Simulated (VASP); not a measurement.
# Rh (Fm-3m) in VASP: further runs, part 2 of 2

VASP 6.6.1.

## (3) Electric field gradients, LDA (volume scaled by 0.94)

File INCAR:

```
PREC = Accurate ; ENCUT = 520
EDIFF = 1E-8 ; ISMEAR = -1
SIGMA = 0.03 ; LREAL = F
LASPH = T ; NELM = 60
ALGO = Normal ; ISIF = 2
LWAVE = F ; LCHARG = F
GGA = CA ; LEFG = T
NBANDS = 14
```

File KPOINTS:

```
Automatic mesh
0
Gamma
  16 16 16
```

File POSCAR:

```
Rh
1.0
    0.0000000000      1.8627319650      1.8627319650
    1.8627319650      0.0000000000      1.8627319650
    1.8627319650      1.8627319650      0.0000000000
Rh
1
Direct
    0.0000000000      0.0000000000      0.0000000000
```

Potentials or basis: VASP PAW LDA potentials, release 64 (Rh_pv).

The run is started by

```console
> cat potpaw_LDA.64/Rh_pv/POTCAR > POTCAR
> mpirun -np 1 vasp_std > vasp.out
```

OUTCAR:

```text
PREC = Accurate
   ENCUT = 520
   EDIFF = 1E-8
   ISMEAR = -1
   LREAL = F
   LASPH = T
   NELM = 60
   ISIF = 2
   GGA = CA

 ion  position               nearest neighbor table
   1  0.000  0.000  0.000-

  LATTYP: Found a face centered cubic cell.
 ALAT       =     3.7254639300

  Lattice vectors:

 A1 = (   0.0000000000,   1.8627319650,   1.8627319650)
 A2 = (   1.8627319650,   0.0000000000,   1.8627319650)
 A3 = (   1.8627319650,   1.8627319650,   0.0000000000)

Analysis of symmetry for initial positions (statically):
=====================================================================
 Subroutine PRICEL returns:
 Original cell was already a primitive cell.

 Routine SETGRP: Setting up the symmetry group for a
 face centered cubic supercell.

 Subroutine GETGRP returns: Found 48 space group operations
 (whereof 48 operations were pure point group operations)
 out of a pool of 48 trial point group operations.

The static configuration has the point symmetry O_h .

Analysis of symmetry for dynamics (positions and initial velocities):
=====================================================================
 Subroutine PRICEL returns:
 Original cell was already a primitive cell.

 Routine SETGRP: Setting up the symmetry group for a
 face centered cubic supercell.

 Subroutine GETGRP returns: Found 48 space group operations
 (whereof 48 operations were pure point group operations)
 out of a pool of 48 trial point group operations.

The dynamic configuration has the point symmetry O_h .

 Subroutine INISYM returns: Found 48 space group operations
 (whereof 48 operations are pure point group operations),
 and found     1 'primitive' translations

----------------------------------------------------------------------------------------

                                     Primitive cell

  volume of cell :      12.9265

  direct lattice vectors                    reciprocal lattice vectors
     0.000000000  1.862731965  1.862731965    -0.268422945  0.268422945  0.268422945
     1.862731965  0.000000000  1.862731965     0.268422945 -0.268422945  0.268422945
     1.862731965  1.862731965  0.000000000     0.268422945  0.268422945 -0.268422945

  length of vectors
     2.634300808  2.634300808  2.634300808     0.464922179  0.464922179  0.464922179

  position of ions in fractional coordinates (direct lattice)
     0.000000000  0.000000000  0.000000000

  ion indices of the primitive-cell ions
   primitive index   ion index
                 1           1

----------------------------------------------------------------------------------------

 KPOINTS: Automatic mesh

Automatic generation of k-mesh.
 Grid dimensions read from file:
 generate k-points for:   16   16   16

 Generating k-lattice:

  Cartesian coordinates                     Fractional coordinates (reciprocal lattice)
    -0.016776434  0.016776434  0.016776434     0.062500000  0.000000000  0.000000000
     0.016776434 -0.016776434  0.016776434     0.000000000  0.062500000  0.000000000
     0.016776434  0.016776434 -0.016776434     0.000000000  0.000000000  0.062500000
[... 66 lines left out ...]
   TEBEG  =    0.0;   TEEND  =   0.0 temperature during run
   PSTRESS=    0.0 pullay stress
   NELECT =      15.0000    total number of electrons
   NUPDOWN=      -1.0000    fix difference up-down
   EMIN   =  10.00;   EMAX   =-10.00  energy-range for DOS
   EFERMI =   0.00;   METHOD = LEGACY
   ISMEAR =    -1;   SIGMA  =   0.03  broadening in eV -4-tet -1-fermi 0-gaus
   EFERMI_NEDOS =   21; number of points for ismear=-14 and -15
   IALGO  =     38    algorithm
   IMIX   =      4    mixing-type and parameters
     AMIX     =   0.40;   BMIX     =  1.00
     AMIX_MAG =   1.60;   BMIX_MAG =  1.00
  volume/ion in A,a.u.               =      12.93        87.23
  Fermi-wavevector in a.u.,A,eV,Ry     =   1.720329  3.250951 40.266883  2.959532
  Thomas-Fermi vector in A             =   2.796789
   LORBIT       =      0    0 simple, 1 ext, 2 COOP (PROOUT), +10 PAW based schemes
   GGA     = CA    functional components
   LHFCALC =     F    Hartree Fock is set to
   AEXX    =    0.0000 exact exchange contribution
   IVDW    =     0    specifies the selected vdW correction
   LEPSILON=     F    determine dielectric tensor
   LRPA    =     F    only Hartree local field effects (RPA)
 non-spin polarized calculation
  energy-cutoff  :      520.00
  volume of cell :       12.93
 maximum number of plane-waves:       360
   NGX =  9   NGY =  9   NGZ =  9

 number of electron      14.9999995 magnetization

 Free energy of the ion-electron system (eV)
  ---------------------------------------------------
  ext. energy  EPLUGINS =         0.00000000
  ---------------------------------------------------
  free energy    TOTEN  =        -8.67541044 eV

  energy without entropy =       -8.67123563  energy(sigma->0) =       -8.67332304

 E-fermi :  12.8786     XC(G=0): -14.7474

 val. band max:       12.8750639307   @ k =  -0.3750   0.2500   0.0000
 cond. band min:      12.8851688931   @ k =   0.3125   0.2500   0.0000
 fundamental gap:      0.0101049624
 Fermi energy:        12.8785852515

 k-point     1 :       0.0000    0.0000    0.0000
  band No.  band energies     occupation
      1     -33.3783      2.00000
      2     -33.3783      2.00000
      3     -33.3783      2.00000
      4       4.3999      2.00000
      5       9.4716      2.00000
      6       9.4716      2.00000
      7       9.4716      2.00000
      8      11.8135      2.00000
      9      11.8135      2.00000
     10      28.7666      0.00000
     11      33.0740      0.00000
     12      34.5308      0.00000
     13      34.5308      0.00000
     14      34.5308      0.00000
[... 377 lines left out ...]
      1     -33.4661      2.00000
      2     -33.4046      2.00000
      3     -33.3849      2.00000
      4       4.8381      2.00000
      5       9.2484      2.00000
      6       9.6315      2.00000
      7       9.6856      2.00000
      8      11.6005      2.00000
      9      11.8391      2.00000
     10      29.4307      0.00000
     11      32.8519      0.00000
     12      33.0817      0.00000
     13      34.6595      0.00000
     14      35.4565      0.00000

 [... further k-points ...]
[... 5 lines left out ...]
  --------------------------------------------------------------------------------------
  -------------------------------------------------------------------------------------
  Total        0.7017665      0.7017665      0.7017665      0.0000000      0.0000000      0.0000000
  in kB       86.9805475     86.9805475     86.9805475      0.0000000      0.0000000      0.0000000
  external PRESSURE =      86.9805475 kB  Pullay stress =       0.0000000 kB

 VOLUME and BASIS-vectors are now :
 -----------------------------------------------------------------------------
  energy-cutoff  :      520.00
  volume of cell :       12.93
      direct lattice vectors                 reciprocal lattice vectors
     0.000000000  1.862731965  1.862731965    -0.268422945  0.268422945  0.268422945
     1.862731965  0.000000000  1.862731965     0.268422945 -0.268422945  0.268422945
     1.862731965  1.862731965  0.000000000     0.268422945  0.268422945 -0.268422945

 POSITION                                       TOTAL-FORCE (eV/Angst)
 -----------------------------------------------------------------------------------
      0.00000      0.00000      0.00000         0.000000      0.000000      0.000000
 -----------------------------------------------------------------------------------
    total drift:                                0.000000      0.000000      0.000000

  FREE ENERGIE OF THE ION-ELECTRON SYSTEM (eV)
  ---------------------------------------------------
  free  energy   TOTEN  =        -8.6754104403 eV

  energy  without entropy=       -8.6712356317  energy(sigma->0) =       -8.67332304

 Electric field gradients (V/A^2)
---------------------------------------------------------------------
 ion       V_xx      V_yy      V_zz      V_xy      V_xz      V_yz
---------------------------------------------------------------------
   1      -0.000     0.000     0.000     0.001     0.001     0.001
---------------------------------------------------------------------

 Electric field gradients after diagonalization (V/A^2)
 (convention: |V_zz| > |V_xx| > |V_yy|)
----------------------------------------------------------------------
 ion       V_xx      V_yy      V_zz     asymmetry (V_yy - V_xx)/ V_zz
----------------------------------------------------------------------
   1      -0.001    -0.001     0.002       0.000
----------------------------------------------------------------------

           NMR quadrupolar parameters

 Cq : quadrupolar parameter    Cq=e*Q*V_zz/h
 eta: asymmetry parameters     (V_yy - V_xx)/ V_zz
 Q  : nuclear electric quadrupole moment in mb (millibarn)
----------------------------------------------------------------------
 ion       Cq(MHz)       eta       Q (mb)
----------------------------------------------------------------------
   1       0.000       0.000       1.000
----------------------------------------------------------------------
```

stdout:

```text
POSCAR found type information on POSCAR Rh
 POSCAR found :  1 types and       1 ions
 scaLAPACK will be used
 LDA part: xc-table for (Slater(with rela. corr.)+CA(PZ))
 , standard interpolation
 POSCAR, INCAR and KPOINTS ok, starting setup
 FFT: planning ... GRIDC
 FFT: planning ... GRID_SOFT
 FFT: planning ... GRID
 WAVECAR not read
 entering main loop
ion   1
```

Run time: 16 s. Hardware: 1 thread of Intel Xeon Platinum 8559C (Emerald Rapids), shared host; peak memory 0.14 GiB.

What came out:

```yaml
Free_energy: -8.6754 eV
Pressure: 8.7 GPa
```

Levels at points of the mesh, in eV from the Fermi level:
```
           k point  band 5  band 6  band 7  band 8  band 9  band 10
(0.00, 0.00, 0.00)   -3.41   -3.41   -3.41   -1.07   -1.07    15.89
(0.50, 0.00, 0.00)   -3.49   -3.49    0.64    0.66    0.66     9.26
(0.50, 0.50, 0.00)   -6.56    0.65    1.12    1.12    3.30    13.07
```

Caveat: without QUAD_EFG the Cq values of the log hold for a quadrupole moment of 1 mb, not for the nuclei.
